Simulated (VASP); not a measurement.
# Fe (Im-3m) in VASP: further runs

The runs below take Fe through single point, with PBE.

Program: VASP 6.6.1. These are calculated values, not measurements. Logs are shortened: lines on timing, memory, paths and dates and some standing lists are left out, and cuts for length are marked.

## Step 1: The cell of the first run

Symmetry: Im-3m, No. 229, cubic system. Conventional cell: a = 2.831 Å, b = 2.831 Å, c = 2.831 Å, α = 90.00°, β = 90.00°, γ = 90.00°. Within 3.2 Å of Fe (site symmetry m-3m) lie 14 Fe at 2.45 to 2.83 Å.

## Step 2: Single point, PBE, collinear spin, ferromagnetic start

The input, INCAR:

```
ALGO = Normal ; EDIFF = 1E-6
ENCUT = 520 ; GGA = PE
ISIF = 2 ; ISMEAR = -1
ISPIN = 2 ; LASPH = T
LCHARG = T ; LELF = T
LMAXMIX = 4 ; LORBIT = 11
LREAL = F ; LVHAR = T
LWAVE = F ; MAGMOM = 2.5
NBANDS = 14 ; NELM = 150
PREC = Accurate ; SIGMA = 0.06122561905347299
```

The input, KPOINTS:

```
k-points
0
Gamma
  16 16 16
```

The input, POSCAR:

```
Fe
1.0
   -1.4154995385      1.4154995385      1.4154995385
    1.4154995385     -1.4154995385      1.4154995385
    1.4154995385      1.4154995385     -1.4154995385
Fe
1
Direct
    0.0000000000      0.0000000000      0.0000000000
```

Potentials or basis: VASP PAW PBE potentials, release 64 (Fe).

Run with:

```bash
$ cat potpaw_PBE.64/Fe/POTCAR > POTCAR
$ mpirun -np 1 vasp_std > vasp.out
```

OUTCAR:

```text
EDIFF = 1E-6
   ENCUT = 520
   GGA = PE
   ISIF = 2
   ISMEAR = -1
   ISPIN = 2
   LASPH = T
   LORBIT = 11
   LREAL = F
   NELM = 150
   PREC = Accurate

 ion  position               nearest neighbor table
   1  0.000  0.000  0.000-

  LATTYP: Found a body centered cubic cell.
 ALAT       =     2.8309990770

  Lattice vectors:

 A1 = (  -1.4154995385,   1.4154995385,   1.4154995385)
 A2 = (   1.4154995385,  -1.4154995385,   1.4154995385)
 A3 = (   1.4154995385,   1.4154995385,  -1.4154995385)

Analysis of symmetry for initial positions (statically):
=====================================================================
 Subroutine PRICEL returns:
 Original cell was already a primitive cell.

 Routine SETGRP: Setting up the symmetry group for a
 body centered cubic supercell.

 Subroutine GETGRP returns: Found 48 space group operations
 (whereof 48 operations were pure point group operations)
 out of a pool of 48 trial point group operations.

The static configuration has the point symmetry O_h .

Analysis of symmetry for dynamics (positions and initial velocities):
=====================================================================
 Subroutine PRICEL returns:
 Original cell was already a primitive cell.

 Routine SETGRP: Setting up the symmetry group for a
 body centered cubic supercell.

 Subroutine GETGRP returns: Found 48 space group operations
 (whereof 48 operations were pure point group operations)
 out of a pool of 48 trial point group operations.

The dynamic configuration has the point symmetry O_h .

Analysis of structural, dynamic, and magnetic symmetry:
=====================================================================
 Subroutine PRICEL returns:
 Original cell was already a primitive cell.

 Routine SETGRP: Setting up the symmetry group for a
 body centered cubic supercell.

 Subroutine GETGRP returns: Found 48 space group operations
 (whereof 48 operations were pure point group operations)
 out of a pool of 48 trial point group operations.

The overall configuration has the point symmetry O_h .

 Subroutine INISYM returns: Found 48 space group operations
 (whereof 48 operations are pure point group operations),
 and found     1 'primitive' translations

----------------------------------------------------------------------------------------

                                     Primitive cell

  volume of cell :      11.3446

  direct lattice vectors                    reciprocal lattice vectors
    -1.415499538  1.415499538  1.415499538     0.000000000  0.353232189  0.353232189
[... 115 lines left out ...]
 spin polarized calculation
  energy-cutoff  :      520.00
  volume of cell :       11.34
 maximum number of plane-waves:       321
   NGX =  9   NGY =  9   NGZ =  9

 number of electron       8.0000009 magnetization       2.1936538

 Free energy of the ion-electron system (eV)
  ---------------------------------------------------
  ext. energy  EPLUGINS =         0.00000000
  ---------------------------------------------------
  free energy    TOTEN  =        -8.24706130 eV

  energy without entropy =       -8.23388894  energy(sigma->0) =       -8.24047512

 E-fermi :   5.8460     XC(G=0): -13.1247

 val. band max:        5.8453633548   @ k =  -0.3750   0.3750   0.2500
 cond. band min:       5.8547559086   @ k =  -0.4375   0.4375   0.3750
 fundamental gap:      0.0093925538
 Fermi energy:         5.8459652501

 spin component 1

 k-point     1 :       0.0000    0.0000    0.0000
  band No.  band energies     occupation
      1      -2.6051      1.00000
      2       3.5348      1.00000
      3       3.5348      1.00000
      4       3.5348      1.00000
      5       4.7488      1.00000
      6       4.7488      1.00000
      7      30.8709      0.00000
      8      30.8709      0.00000
      9      30.8709      0.00000
     10      35.9640      0.00000
     11      35.9640      0.00000
     12      38.2774      0.00000
     13      38.2774      0.00000
     14      38.2774      0.00000
[... 379 lines left out ...]
      3       3.1394      1.00000
      4       4.6167      1.00000
      5       5.0829      1.00000
      6       6.8730      0.00000
      7      18.0437      0.00000
      8      20.1379      0.00000
      9      26.1766      0.00000
     10      31.8105      0.00000
     11      35.6898      0.00000
     12      39.7715      0.00000
     13      43.6188      0.00000
     14      45.9873      0.00000

 [... further k-points ...]

 spin component 2

 k-point     1 :       0.0000    0.0000    0.0000
  band No.  band energies     occupation
      1      -2.4330      1.00000
      2       5.4455      0.99856
      3       5.4457      0.99856
      4       5.4457      0.99855
      5       7.5023      0.00000
      6       7.5024      0.00000
      7      30.6254      0.00000
      8      30.6254      0.00000
      9      30.6254      0.00000
     10      36.1674      0.00000
     11      36.1674      0.00000
     12      38.9363      0.00000
     13      38.9364      0.00000
     14      38.9364      0.00000
[... 379 lines left out ...]
      3       4.6509      1.00000
      4       7.1033      0.00000
      5       7.7487      0.00000
      6       8.7482      0.00000
      7      18.8573      0.00000
      8      20.7786      0.00000
      9      26.6935      0.00000
     10      31.9744      0.00000
     11      36.0218      0.00000
     12      40.1915      0.00000
     13      43.9704      0.00000
     14      46.6072      0.00000

 [... further k-points ...]
[... 5 lines left out ...]
  --------------------------------------------------------------------------------------
  -------------------------------------------------------------------------------------
  Total       -0.0026187     -0.0026187     -0.0026187      0.0000000      0.0000000     -0.0000000
  in kB       -0.3698397     -0.3698397     -0.3698397      0.0000000      0.0000000     -0.0000000
  external PRESSURE =      -0.3698397 kB  Pullay stress =       0.0000000 kB

 VOLUME and BASIS-vectors are now :
 -----------------------------------------------------------------------------
  energy-cutoff  :      520.00
  volume of cell :       11.34
      direct lattice vectors                 reciprocal lattice vectors
    -1.415499538  1.415499538  1.415499538     0.000000000  0.353232189  0.353232189
     1.415499538 -1.415499538  1.415499538     0.353232189  0.000000000  0.353232189
     1.415499538  1.415499538 -1.415499538     0.353232189  0.353232189  0.000000000

 POSITION                                       TOTAL-FORCE (eV/Angst)
 -----------------------------------------------------------------------------------
      0.00000      0.00000      0.00000         0.000000     -0.000000     -0.000000
 -----------------------------------------------------------------------------------
    total drift:                                0.000000      0.000000      0.000000

  FREE ENERGIE OF THE ION-ELECTRON SYSTEM (eV)
  ---------------------------------------------------
  free  energy   TOTEN  =        -8.2470612960 eV

  energy  without entropy=       -8.2338889436  energy(sigma->0) =       -8.24047512

 total charge

# of ion       s       p       d       tot
------------------------------------------
    1        0.488   0.542   6.241   7.271

 magnetization (x)

# of ion       s       p       d       tot
------------------------------------------
    1       -0.013  -0.054   2.257   2.190
```

OSZICAR:

```text
N       E                     dE             d eps       ncg     rms          rms(c)
DAV:   1     0.211646001904E+02    0.21165E+02   -0.38595E+03  8870   0.698E+02
DAV:   2    -0.837414641124E+01   -0.29539E+02   -0.27234E+02  8840   0.128E+02
DAV:   3    -0.924699921355E+01   -0.87285E+00   -0.86536E+00  9754   0.226E+01
DAV:   4    -0.924990241885E+01   -0.29032E-02   -0.29030E-02  9512   0.118E+00
DAV:   5    -0.924991679164E+01   -0.14373E-04   -0.14373E-04  9872   0.846E-02    0.114E+01
DAV:   6    -0.833203550100E+01    0.91788E+00   -0.10261E+01 10268   0.371E+01    0.542E+00
DAV:   7    -0.825978088956E+01    0.72255E-01   -0.64935E-01 10010   0.901E+00    0.326E+00
DAV:   8    -0.825369990644E+01    0.60810E-02   -0.75377E-03  9726   0.505E-01    0.144E+00
DAV:   9    -0.824701887650E+01    0.66810E-02   -0.84372E-03 11024   0.497E-01    0.351E-01
DAV:  10    -0.824700740270E+01    0.11474E-04   -0.40578E-04  9758   0.229E-01    0.989E-02
DAV:  11    -0.824706097801E+01   -0.53575E-04   -0.28282E-04 10180   0.137E-01    0.449E-02
DAV:  12    -0.824706129598E+01   -0.31797E-06   -0.52299E-06  9266   0.261E-02
   1 F= -.82470613E+01 E0= -.82404751E+01  d E =-.131724E-01  mag=     2.1949
```

It took 29 s on 1 thread of Intel Xeon Platinum 8488C (Sapphire Rapids), shared host; peak memory 0.15 GiB.

Results:

- Free energy: -8.2471 eV
- Pressure: 0.0 GPa
- Net moment: 2.19 μB per cell
- Site moments: Fe +2.19 μB
- Valence electrons inside the program's atomic spheres: Fe 7.27

## Step 3: Single point, PBE, collinear spin, ferromagnetic start

The input, INCAR:

```
SYSTEM = Fe
  ALGO = Normal
  EDIFF = 1E-7
  ENCUT = 520
  GGA = PE
  ISIF = 2
  ISMEAR = -1
  ISPIN = 2
  LASPH = .True.
  LCHARG = .False.
  LMAXMIX = 4
  LORBIT = 11
  LREAL = .False.
  LWAVE = .False.
  MAGMOM = 2.5
  NBANDS = 14
  NELM = 150
  PREC = Accurate
  SIGMA = 0.06122561905347299
```

The input, KPOINTS:

```
k-points
0
Gamma
  24 24 24
  0 0 0
```

POSCAR is that of step 2.

Potentials or basis: VASP PAW PBE potentials, release 64 (Fe).

Run with:

```bash
$ cat potpaw_PBE.64/Fe/POTCAR > POTCAR
$ mpirun -np 1 vasp_std > vasp.out
```

It took 78 s on 1 thread of Intel Xeon Platinum 8488C (Sapphire Rapids), shared host; peak memory 0.2 GiB.

Results (log left out):

```
Free energy                                           : -8.2482 eV
Pressure                                              : 0.1 GPa
Net moment                                            : 2.19 μB per cell
Site moments                                          : Fe +2.18 μB
Valence electrons inside the program's atomic spheres : Fe 7.27
```

Levels at points of the mesh, in eV from the Fermi level:
Spin up:
```tsv
k point	band 2	band 3	band 4	band 5	band 6	band 7	band 8	band 9
(0.00, 0.00, 0.00)	-2.31	-2.31	-2.31	-1.10	-1.10	25.03	25.03	25.03
(0.50, 0.00, 0.00)	-3.39	-1.03	-0.91	0.39	0.51	7.37	18.37	20.24
(0.50, 0.50, 0.50)	-4.86	0.12	0.12	0.12	9.94	9.94	9.94	15.66
```
Spin down:
| k point | band 1 | band 2 | band 3 | band 4 | band 5 | band 6 |
| --- | --- | --- | --- | --- | --- | --- |
| (0.00, 0.00, 0.00) | -8.28 | -0.40 | -0.40 | -0.40 | 1.65 | 1.65 |
| (0.50, 0.00, 0.00) | -3.66 | -1.69 | 0.62 | 1.51 | 1.91 | 2.60 |
| (0.50, 0.50, 0.50) | -3.04 | -3.04 | 2.29 | 2.29 | 2.29 | 10.21 |
